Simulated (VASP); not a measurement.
The system is Bi.

```
Bi
1.0
     0.00000    2.51588    2.51588
     2.51588    0.00000    2.51588
     2.51588    2.51588    0.00000
Bi
1
Direct
  0.00000 0.00000 0.00000
```

This isn't the form of Bi at room conditions, which is rhombohedral.

```yaml
Program: VASP 6.6.1
Task: relaxation of cell and atoms
Functional: PBEsol
Potentials_or_basis: VASP PAW PBE potentials, release 64 (Bi_d)
Cutoff: 600 eV
k_mesh: 11 × 11 × 11
Occupations: fermi-dirac, width 0.1 eV
Spin: no spin polarisation
```

At the start: pressure -2.7 GPa; volume 31.85 Å³/atom.

Where does the relaxation end?

Over 3 steps the energy falls by 14.1 meV/atom and the volume is 30.25 Å³/atom (-5.0 %); space group Fm-3m (No. 225, to 0.1 Å) before and after.

The path:
```
step  energy change (eV)  largest force (eV/Å)  pressure (GPa)  volume (Å³)
   1              0.0000                0.0000           -2.69        31.85
   2             -0.0101                0.0000            1.64        29.45
   3             -0.0141                0.0000            0.00        30.25
```

Final structure:
```yaml
crystal:
  lattice:
    - [0.00000, 2.47297, 2.47297]
    - [2.47297, 0.00000, 2.47297]
    - [2.47297, 2.47297, 0.00000]
  atoms:
    - { symbol: Bi, position: [0.00000, 0.00000, 0.00000] }
```

Caveat: the PAW data sets were made with another functional, which shifts forces and pressure a little.
